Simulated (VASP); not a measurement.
Wanted: the native input for a VASP 6.6.1 run.

```
Task                   : relaxation of cell and atoms
Functional             : RPBE
Potentials or basis    : VASP PAW PBE potentials, release 64 (F)
Cutoff                 : 600 eV
k mesh                 : 6 × 6 × 3
Occupations            : fermi-dirac, width 0.05 eV
Spin                   : no spin polarisation
Dipole correction      : no
Further INCAR settings : ALGO = Normal; EDIFF = 1e-06; IBRION = 2; EDIFFG = -0.01; NSW = 80; ISIF = 3
```

The structure of F lies in POSCAR:

```
F
1.0
    2.7500000000     -1.6400000000      0.0000000000
    2.7500000000      1.6400000000      0.0000000000
   -1.5347200000      0.0000000000      7.1163900000
F
4
Direct
    0.9680000000      0.6020000000      0.0997000000
    0.3980000000      0.0320000000      0.4003000000
    0.0320000000      0.3980000000      0.9003000000
    0.6020000000      0.9680000000      0.5997000000
```

These files were run (other wordings do the same):

INCAR

```
SYSTEM = F
PREC = Accurate ; ENCUT = 600
EDIFF = 1E-6 ; ISMEAR = -1
SIGMA = 0.05 ; LREAL = .False.
LASPH = .True. ; NELM = 80
ALGO = Normal ; ISIF = 3
LWAVE = .False. ; LCHARG = .False.
GGA = RP ; IBRION = 2
NSW = 80 ; EDIFFG = -0.01
```

KPOINTS

```
regular mesh
0
Gamma
  6 6 3
  0 0 0
```

Potentials or basis: VASP PAW PBE potentials, release 64 (F).

Launch:

```console
$ cat potpaw_PBE.64/F/POTCAR > POTCAR
$ mpirun -np 1 vasp_std > vasp.out
```

Results of the run:

| Item | Value |
| --- | --- |
| Relaxed volume | 19.78 Å³/atom |
| Relaxed cell | a = 3.478 Å, b = 3.478 Å, c = 7.643 Å, α = 101.01°, β = 101.01°, γ = 61.37° |
| Space group after relaxing (to 0.05 Å) | C2/c (No. 15) |
| Energy gained by relaxing | 39.5 meV/atom |
| Ionic steps | 18 |
| Pressure after relaxing | 0.0 GPa |
| Largest force after relaxing | 0.009 eV/Å |
| Band gap on the k mesh | 2.80 eV, direct |

Caveat: the volume moved by over 15 % at a fixed basis, so the end points are rough; the PAW data sets were made with another functional, which shifts forces and pressure a little; the volume moved by +23 % from the deposited cell, more than functionals usually miss.

Run time: 4.5 min on 1 thread of Intel(R) Xeon(R) Platinum 8488C (Sapphire Rapids), with other jobs on the host, peak memory 0.21 GiB.
